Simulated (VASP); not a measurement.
Here is a VASP 6.6.1 calculation.

INCAR

```
SYSTEM = Ir
  ALGO = Fast
  EDIFF = 1E-6
  ENCUT = 520
  GGA = CA
  ISIF = 2
  ISMEAR = 0
  ISPIN = 2
  LASPH = .True.
  LCHARG = .False.
  LMAXMIX = 4
  LORBIT = 11
  LREAL = .False.
  LWAVE = .False.
  MAGMOM = 0.8 0.8
  NBANDS = 20
  NELM = 150
  NUPDOWN = 1.6
  PREC = Accurate
  SIGMA = 0.15
```

KPOINTS

```
k-points
0
Gamma
  21 21 12
  0 0 0
```

File POSCAR:

```
Ir
1.0
    2.5320989223      0.0000000000      0.0000000000
   -1.2660494611      2.1928619916      0.0000000000
    0.0000000000      0.0000000000      4.1055058928
Ir
2
Direct
    0.6666666667      0.3333333333      0.7500000000
    0.3333333333      0.6666666667      0.2500000000
```

Potentials or basis: VASP PAW LDA potentials, release 64 (Ir).

Launch:

```console
$ cat potpaw_LDA.64/Ir/POTCAR > POTCAR
$ mpirun -np 1 vasp_std > vasp.out
```

(1) What does it give for the pressure?

Results:

(1) 145.8 GPa.

Caveat: the cell stands under pressure; the total moment is fixed, so each spin has its own Fermi level.
